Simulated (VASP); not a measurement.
Set up this calculation in VASP 6.6.1, as the native input.

```
Task                   : relaxation of cell and atoms
Functional             : r2SCAN
Potentials or basis    : VASP PAW PBE potentials, release 64 (Mg, S)
Cutoff                 : 660 eV
k mesh                 : 7 × 7 × 7
Occupations            : gaussian, width 0.01 eV
Spin                   : no spin polarisation
Target pressure        : 10 GPa
Dipole correction      : no
Further INCAR settings : ALGO = Normal; EDIFF = 1e-07; IBRION = 2; EDIFFG = -0.03; NSW = 50; ISIF = 3
```

MgS:

```xyz
2
Lattice="0.0000 2.8331 2.8331 2.8331 0.0000 2.8331 2.8331 2.8331 0.0000" Properties=species:S:1:pos:R:3 pbc="T T T"
Mg    0.0000    0.0000    0.0000
S     1.4166    1.4166    1.4166
```

One way to write it, as run:

POSCAR

```
MgS
1.0
    0.0000000000      2.8331200000      2.8331200000
    2.8331200000      0.0000000000      2.8331200000
    2.8331200000      2.8331200000      0.0000000000
Mg S
1 1
Direct
    0.0000000000      0.0000000000      0.0000000000
    0.2500000000      0.2500000000      0.2500000000
```

INCAR.step1

```
PREC     = Accurate       # precision mode
ENCUT    = 660            # plane-wave cutoff, eV
ISMEAR   = 0              # smearing method
SIGMA    = 0.01           # smearing width, eV
LREAL    = False          # projectors in reciprocal space
LASPH    = True           # aspherical terms in the spheres
NELM     = 120            # most SCF steps
GGA      = PE             # functional
ALGO     = Normal         # electronic algorithm
EDIFF    = 1E-5           # SCF threshold, eV
LWAVE    = True           # write WAVECAR
LCHARG   = False          # write CHGCAR
GGA_COMPAT= False        
IBRION   = 2              # ionic algorithm
ISIF     = 3              # what is computed and relaxed
EDIFFG   = -0.005         # ionic threshold
NELMIN   = 4            
NSW      = 100            # ionic steps
```

INCAR.step2

```
PREC     = Accurate       # precision mode
ENCUT    = 660            # plane-wave cutoff, eV
EDIFF    = 1E-7           # SCF threshold, eV
ISMEAR   = 0              # smearing method
SIGMA    = 0.01           # smearing width, eV
LREAL    = False          # projectors in reciprocal space
LASPH    = True           # aspherical terms in the spheres
NELM     = 120            # most SCF steps
ALGO     = Normal         # electronic algorithm
ISIF     = 3              # what is computed and relaxed
LWAVE    = False          # write WAVECAR
LCHARG   = False          # write CHGCAR
METAGGA  = R2SCAN         # meta-GGA
LMIXTAU  = True         
IBRION   = 2              # ionic algorithm
NSW      = 50             # ionic steps
EDIFFG   = -0.03          # ionic threshold
PSTRESS  = 100.0        
ISTART   = 1            
GGA_COMPAT= False        
NELMIN   = 4
```

KPOINTS

```
regular mesh
0
Gamma
  7 7 7
```

Potentials or basis: VASP PAW PBE potentials, release 64 (Mg, S).

The run is started by

```sh
$ cat potpaw_PBE.64/Mg/POTCAR potpaw_PBE.64/S/POTCAR > POTCAR
$ cp INCAR.step1 INCAR
$ mpirun -np 1 vasp_std > vasp.out
$ cp INCAR.step2 INCAR
$ mpirun -np 1 vasp_std > vasp.out
```

It gave:

| Property | Result |
| --- | --- |
| Relaxed volume | 19.92 Å³/atom |
| Relaxed cell | a = 3.833 Å, b = 3.833 Å, c = 3.833 Å, α = 60.00°, β = 60.00°, γ = 60.00° |
| Space group after relaxing (to 0.1 Å) | F-43m (No. 216) |
| Energy change on relaxing (the run minimises the enthalpy) | +74.1 meV/atom |
| Ionic steps | 3 |
| Pressure after relaxing | 9.9 GPa |
| Band gap on the k mesh | 4.38 eV (least direct gap 4.86 eV) |

Caveat: the cell is relaxed towards a set pressure, so the run minimises the enthalpy, not the energy; the PAW data sets were made with another functional, which shifts forces and pressure a little; an odd mesh through Γ misses points on the zone boundary, where band edges can lie.

Run time: 3.9 min on 1 thread of Intel(R) Xeon(R) Platinum 8259CL CPU @ 2.50GHz (Skylake/Cascade Lake) (shared host), peak memory 0.23 GiB.
